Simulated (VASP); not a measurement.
LiF2, 3 atoms in the cell. It takes space group P-6m2 (No. 187, hexagonal). Conventional cell: a = 3.343 Å, b = 3.343 Å, c = 3.778 Å, α = 90.00°, β = 90.00°, γ = 120.00°. Li (site symmetry -6m2) has 5 F at 1.89 to 1.93 Å within 2.5 Å. F (site symmetry -6m2) has 2 Li at 1.89 Å within 2.5 Å. Within 2.6 Å of F (site symmetry -6m2) lie 3 Li at 1.93 Å. 

| Property | Result |
| --- | --- |
| Program | VASP 6.6.1 |
| Task | single point |
| Functional | PBE |
| Potentials or basis | VASP PAW PBE potentials, release 64 (Li_sv, F) |
| Cutoff | 520 eV |
| k mesh | 15 × 15 × 12 |
| Occupations | gaussian, width 0.1 eV |
| Spin | no spin polarisation |
| Dipole correction | no |
| Further INCAR settings | ALGO = Normal; EDIFF = 1e-07; NBANDS = 16 |

Potentials or basis: VASP PAW PBE potentials, release 64 (Li_sv, F).

Launch:

```console
$ cat potpaw_PBE.64/Li_sv/POTCAR potpaw_PBE.64/F/POTCAR > POTCAR
$ mpirun -np 1 vasp_std > vasp.out
```

Hardware: 1 thread of Intel(R) Xeon(R) Platinum 8488C (Sapphire Rapids), with other jobs on the host.

Task: Estimate the wall time of this run.

Result: It took 67 s on 1 thread of Intel(R) Xeon(R) Platinum 8488C (Sapphire Rapids) (shared host), peak memory 0.21 GiB. Counts: scf iterations 15, k points 189.
